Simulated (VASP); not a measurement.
# Bi (Fm-3m) in VASP: notebook, part 2 of 2

VASP 6.6.1. Earlier steps stand in the parts before.

**3. Single point, HSE06**

This run uses another cell than the first one, of 30.89 Å³/atom, 0.901 times its volume.

POSCAR reads:

```
Bi
1.0
    0.0000000000      2.4903651041      2.4903651041
    2.4903651041      0.0000000000      2.4903651041
    2.4903651041      2.4903651041      0.0000000000
Bi
1
Direct
    0.0000000000      0.0000000000      0.0000000000
```

INCAR.step1 reads:

```
ALGO = Normal
EDIFF = 1E-5
ENCUT = 520
GGA = PE
ISIF = 2
ISMEAR = 0
LASPH = True
LCHARG = False
LREAL = False
LWAVE = True
NBANDS = 14
NELM = 100
PREC = Accurate
SIGMA = 0.05
```

INCAR.step2 reads:

```
ALGO = Normal
EDIFF = 1E-6
ENCUT = 520
GGA = PE
HFSCREEN = 0.2079
ISIF = 2
ISMEAR = 0
ISTART = 1
LASPH = True
LCHARG = False
LHFCALC = True
LREAL = False
LWAVE = False
NBANDS = 14
NELM = 100
PREC = Accurate
PRECFOCK = Normal
SIGMA = 0.05
```

KPOINTS reads:

```
k-points
0
Gamma
  8 8 8
```

Potentials or basis: VASP PAW PBE potentials, release 64 (Bi_d).

Run with:

```sh
$ cat potpaw_PBE.64/Bi_d/POTCAR > POTCAR
$ cp INCAR.step1 INCAR
$ mpirun -np 1 vasp_std > vasp.out
$ cp INCAR.step2 INCAR
$ mpirun -np 1 vasp_std > vasp.out
```

It took 47 min on 1 thread of AMD EPYC 9R45 (Zen 5), shared host; peak memory 0.26 GiB.

It converged, with:

- Free energy: -4.3261 eV
- Pressure: -0.1 GPa

Levels at points of the mesh, in eV from the Fermi level:
| k point | band 3 | band 4 | band 5 | band 6 | band 7 | band 8 | band 9 | band 10 | band 11 | band 12 |
| --- | --- | --- | --- | --- | --- | --- | --- | --- | --- | --- |
| (0.00, 0.00, 0.00) | -25.35 | -25.28 | -25.28 | -15.20 | 5.53 | 5.53 | 5.53 | 9.56 | 9.72 | 11.45 |
| (0.50, 0.00, 0.00) | -25.35 | -25.20 | -25.20 | -11.87 | -6.16 | 3.76 | 3.76 | 7.87 | 9.19 | 10.29 |
| (0.50, 0.50, 0.00) | -25.21 | -25.18 | -25.18 | -10.56 | -5.24 | 0.37 | 0.37 | 4.29 | 5.49 | 18.11 |

Caveat: the PAW data sets were made with another functional, which shifts forces and pressure a little; spin-orbit coupling is left out, which moves the levels of the heavy elements.

**4. Single point, PBE**

This run uses another cell than the first one, of 35.39 Å³/atom, 1.032 times its volume.

INCAR reads:

```
ALGO = Normal
EDIFF = 1E-6
ENCUT = 520
GGA = PE
ISIF = 2
ISMEAR = 0
LASPH = T
LCHARG = F
LREAL = F
LWAVE = F
NBANDS = 14
NELM = 100
PREC = Accurate
SIGMA = 0.05
```

KPOINTS reads:

```
k-points
0
Gamma
  6 6 6
```

POSCAR reads:

```
Bi
1.0
    0.0000000000      2.6057589310      2.6057589310
    2.6057589310      0.0000000000      2.6057589310
    2.6057589310      2.6057589310      0.0000000000
Bi
1
Direct
    0.0000000000      0.0000000000      0.0000000000
```

Run with:

```sh
$ cat potpaw_PBE.64/Bi_d/POTCAR > POTCAR
$ mpirun -np 1 vasp_std > vasp.out
```

Wall time 3.9 s (1 thread of AMD EPYC 9R45 (Zen 5), shared host); peak memory 0.12 GiB.

The run converged. Its results:

| Property | Result |
| --- | --- |
| Free energy | -3.6874 eV |
| Pressure | -4.8 GPa |

Levels at points of the mesh, in eV from the Fermi level:
| k point | band 4 | band 5 | band 6 | band 7 | band 8 | band 9 | band 10 | band 11 |
| --- | --- | --- | --- | --- | --- | --- | --- | --- |
| (0.00, 0.00, 0.00) | -23.21 | -23.21 | -13.00 | 3.92 | 3.92 | 3.92 | 7.24 | 8.91 |
| (0.50, 0.00, 0.00) | -23.16 | -23.16 | -10.77 | -4.77 | 2.63 | 2.63 | 6.42 | 8.43 |
| (0.50, 0.50, 0.00) | -23.14 | -23.14 | -9.93 | -4.07 | 0.14 | 0.14 | 3.77 | 4.95 |

Caveat: spin-orbit coupling is left out, which moves the levels of the heavy elements.

**5. Single point, HSE06**

This run uses another cell than the first one, of 31.56 Å³/atom, 0.921 times its volume.

POSCAR reads:

```
Bi
1.0
    0.0000000000      2.5081387850      2.5081387850
    2.5081387850      0.0000000000      2.5081387850
    2.5081387850      2.5081387850      0.0000000000
Bi
1
Direct
    0.0000000000      0.0000000000      0.0000000000
```

INCAR.step1 reads:

```
SYSTEM = Bi
PREC = Accurate
ENCUT = 520
EDIFF = 1E-5
ISMEAR = 0
SIGMA = 0.05
LREAL = .FALSE.
LASPH = .TRUE.
NELM = 100
ALGO = Normal
ISIF = 2
LWAVE = .TRUE.
LCHARG = .FALSE.
GGA = PE
NBANDS = 14
```

INCAR.step2 reads:

```
SYSTEM = Bi
PREC = Accurate
ENCUT = 520
EDIFF = 1E-6
ISMEAR = 0
SIGMA = 0.05
LREAL = .FALSE.
LASPH = .TRUE.
NELM = 100
ALGO = Normal
ISIF = 2
LWAVE = .FALSE.
LCHARG = .FALSE.
GGA = PE
LHFCALC = .TRUE.
HFSCREEN = 0.2079
PRECFOCK = Normal
ISTART = 1
NBANDS = 14
```

KPOINTS reads:

```
regular mesh
0
G
  8 8 8
  0 0 0
```

Potentials or basis: VASP PAW PBE potentials, release 64 (Bi_d).

Run with:

```sh
$ cat potpaw_PBE.64/Bi_d/POTCAR > POTCAR
$ cp INCAR.step1 INCAR
$ mpirun -np 1 vasp_std > vasp.out
$ cp INCAR.step2 INCAR
$ mpirun -np 1 vasp_std > vasp.out
```

OUTCAR:

```text
SYSTEM = Bi
   PREC = Accurate
   ENCUT = 520
   EDIFF = 1E-6
   ISMEAR = 0
   LREAL = .FALSE.
   LASPH = .TRUE.
   NELM = 100
   ISIF = 2
   GGA = PE
   LHFCALC = .TRUE.
   HFSCREEN = 0.2079
   PRECFOCK = Normal
   ISTART = 1

 ion  position               nearest neighbor table
   1  0.000  0.000  0.000-

  LATTYP: Found a face centered cubic cell.
 ALAT       =     5.0162775700

  Lattice vectors:

 A1 = (   0.0000000000,   2.5081387850,   2.5081387850)
 A2 = (   2.5081387850,   0.0000000000,   2.5081387850)
 A3 = (   2.5081387850,   2.5081387850,   0.0000000000)

Analysis of symmetry for initial positions (statically):
=====================================================================
 Subroutine PRICEL returns:
 Original cell was already a primitive cell.

 Routine SETGRP: Setting up the symmetry group for a
 face centered cubic supercell.

 Subroutine GETGRP returns: Found 48 space group operations
 (whereof 48 operations were pure point group operations)
 out of a pool of 48 trial point group operations.

[... 170 lines left out ...]

 val. band max:        7.6846412448   @ k =   0.2500   0.2500   0.0000
 cond. band min:       7.8184492352   @ k =   0.2500   0.1250   0.0000
 fundamental gap:      0.1338079903
 Fermi energy:         7.7981118642

 k-point     1 :       0.0000    0.0000    0.0000
  band No.  band energies     occupation
      1     -17.5141      2.00000
      2     -17.5141      2.00000
      3     -17.5141      2.00000
      4     -17.4434      2.00000
      5     -17.4434      2.00000
      6      -7.2144      2.00000
      7      13.1934      0.00000
      8      13.1934      0.00000
      9      13.1934      0.00000
     10      17.1120      0.00000
     11      17.5463      0.00000
     12      19.1533      0.00000
     13      19.1533      0.00000
     14      19.1533      0.00000
[... 377 lines left out ...]
      1     -17.5112      2.00000
      2     -17.4941      2.00000
      3     -17.4469      2.00000
      4     -17.4137      2.00000
      5     -17.3731      2.00000
      6      -3.4421      2.00000
      7       2.7268      2.00000
      8       7.2934      2.00000
      9       9.4688      0.00000
     10      15.7315      0.00000
     11      17.5550      0.00000
     12      22.0889      0.00000
     13      22.3882      0.00000
     14      22.4580      0.00000

 [... further k-points ...]
[... 5 lines left out ...]
  --------------------------------------------------------------------------------------
  -------------------------------------------------------------------------------------
  Total       -0.2319527     -0.2319527     -0.2319527     -0.0000000     -0.0000000     -0.0000000
  in kB      -11.7767455    -11.7767455    -11.7767455     -0.0000000     -0.0000000     -0.0000000
  external PRESSURE =     -11.7767455 kB  Pullay stress =       0.0000000 kB

 VOLUME and BASIS-vectors are now :
 -----------------------------------------------------------------------------
  energy-cutoff  :      520.00
  volume of cell :       31.56
      direct lattice vectors                 reciprocal lattice vectors
     0.000000000  2.508138785  2.508138785    -0.199351010  0.199351010  0.199351010
     2.508138785  0.000000000  2.508138785     0.199351010 -0.199351010  0.199351010
     2.508138785  2.508138785  0.000000000     0.199351010  0.199351010 -0.199351010

 POSITION                                       TOTAL-FORCE (eV/Angst)
 -----------------------------------------------------------------------------------
      0.00000      0.00000      0.00000         0.000000     -0.000000      0.000000
 -----------------------------------------------------------------------------------
    total drift:                               -0.000000     -0.000000     -0.000000

  FREE ENERGIE OF THE ION-ELECTRON SYSTEM (eV)
  ---------------------------------------------------
  free  energy   TOTEN  =        -4.3240974259 eV

  energy  without entropy=       -4.3228852779  energy(sigma->0) =       -4.32349135
```

Run time: 70 min. Hardware: 1 thread of Intel Xeon Platinum 8375C at 2.90GHz (Ice Lake), shared host; peak memory 0.29 GiB.

Results:

* Free energy: -4.3241 eV
* Pressure: -1.2 GPa

Caveat: the PAW data sets were made with another functional, which shifts forces and pressure a little; spin-orbit coupling is left out, which moves the levels of the heavy elements.

**6. Summary**

| level | cell | k mesh | grid for exact exchange (PRECFOCK) | screening parameter | gap on the mesh (eV) | pressure (GPa) |
| --- | --- | --- | --- | --- | --- | --- |
| PBE | a = 3.646 Å, angles 60.0°, 1 atom | 6 × 6 × 6 | - | - | none | -3.7 |
| HSE06 | a = 3.522 Å, angles 60.0°, 1 atom | 8 × 8 × 8 | Normal | 0.2079 1/Å | none | -0.1 |
| PBE | a = 3.685 Å, angles 60.0°, 1 atom | 6 × 6 × 6 | - | - | none | -4.8 |
| HSE06 | a = 3.547 Å, angles 60.0°, 1 atom | 8 × 8 × 8 | Normal | 0.2079 1/Å | none | -1.2 |

Alike in all rows: task single point; potentials or basis VASP PAW PBE potentials, release 64 (Bi_d); no spin polarisation; cutoff (eV) 520; smearing gaussian 0.05 eV.

Caveats: spin-orbit coupling is left out, which moves the levels of the heavy elements; the PAW data sets were made with another functional, which shifts forces and pressure a little (some runs).

Absolute energies hang on the potentials; compare differences alone.
